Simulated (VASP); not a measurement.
Runs of VASP 6.6.1 on HfMoC2. The structure is that of space group P4/mmm (No. 123), or close to it. The cells are those of the table. 

| level | cell | gap on the mesh (eV) | pressure (GPa) |
| --- | --- | --- | --- |
| r2SCAN | a = 3.191, b = 3.191, c = 4.485 Å, 4 atoms | none | -3.1 |
| r2SCAN | a = 3.213, b = 3.213, c = 4.515 Å, 4 atoms | none | -8.5 |
| r2SCAN | a = 3.233, b = 3.233, c = 4.544 Å, 4 atoms | none | -13.3 |
| r2SCAN | a = 3.126, b = 3.126, c = 4.394 Å, 4 atoms | none | 16.7 |
| PBE | a = 3.254, b = 3.254, c = 4.573 Å, 4 atoms | none | (b) |
| r2SCAN | a = 3.170, b = 3.170, c = 4.455 Å, 4 atoms | none | (c) |
| PBE | a = 3.191, b = 3.191, c = 4.485 Å, 4 atoms | none | (a) |
| PBE | a = 3.126, b = 3.126, c = 4.394 Å, 4 atoms | none | 18.0 |

Alike in all rows: task single point; potentials or basis VASP PAW PBE potentials, release 64 (Hf_pv, Mo_sv, C); no spin polarisation; k mesh 8 × 8 × 6; cutoff (eV) 520; smearing fermi-dirac 0.05 eV.

Problem. Estimate the missing entries.

Solution. (a) -1.4; (b) -15.5; (c) 2.8.

Caveats: spin-orbit coupling is left out, which moves the levels of the heavy elements; the PAW data sets were made with another functional, which shifts forces and pressure a little (at least some runs); the cell stands under tension (at least some runs); the cell stands under pressure (at least some runs).

A k mesh can miss the band edges, and the runs leave out spin-orbit coupling on Hf, Mo.

A gap of «none» marks levels without a gap at the run's occupations.
